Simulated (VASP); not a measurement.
Write the native input for VASP 6.6.1 that does the following.

```yaml
Task: single point
Functional: PBE
Potentials_or_basis: VASP PAW PBE potentials, release 64 (Ba_sv, Zr_sv, O_h)
Cutoff: 910 eV
k_mesh: 4 × 4 × 4
Occupations: gaussian, width 0.1 eV
Spin: no spin polarisation
Dipole_correction: no
Second_run: hard_potentials
Further_INCAR_settings: ALGO = Normal; EDIFF = 1e-06; NBANDS = 28
```

The structure of BaZrO3 lies in POSCAR:

```
BaZrO3
1.0
    4.2273188712      0.0001516740      0.0000649042
    0.0001528078      4.2273762911     -0.0001079162
    0.0000638315     -0.0001068417      4.2274483979
Ba Zr O
1 1 3
Direct
    0.0000824507     -0.0000537387     -0.0000768303
    0.5000310410      0.4999612059      0.4999658961
    0.4999761914      0.0000174851      0.5000880941
    0.4999174930      0.5001062451      1.0000082817
    0.9999928240      0.4999688024      0.5000145585
```

The input as run:

INCAR

```
SYSTEM = BaZrO3
ALGO = Normal
EDIFF = 1E-6
ENCUT = 910
GGA = PE
GGA_COMPAT = .FALSE.
ISIF = 2
ISMEAR = 0
LASPH = .TRUE.
LCHARG = .FALSE.
LREAL = .FALSE.
LWAVE = .FALSE.
NBANDS = 28
NELM = 120
PREC = Accurate
SIGMA = 0.1
```

KPOINTS

```
k-points
0
G
  4 4 4
  0 0 0
```

Potentials or basis: VASP PAW PBE potentials, release 64 (Ba_sv, Zr_sv, O_h).

Launch:

```sh
$ cat potpaw_PBE.64/Ba_sv/POTCAR potpaw_PBE.64/Zr_sv/POTCAR potpaw_PBE.64/O_h/POTCAR > POTCAR
$ mpirun -np 1 vasp_std > vasp.out
```

It gave:

* Pressure: 0.7 GPa
* Band gap on the k mesh: 3.13 eV, indirect (least direct gap 3.38 eV)

Caveat: the cutoff is under 1.25 times the usual one of these potentials, so pressure, stress and relaxed cells hold a basis-set (Pulay) error; spin-orbit coupling is left out, which moves the levels of the heavy elements.

Run time: 100 s on 1 thread of Intel(R) Xeon(R) 6975P-C (Granite Rapids) (shared host), peak memory 0.36 GiB.
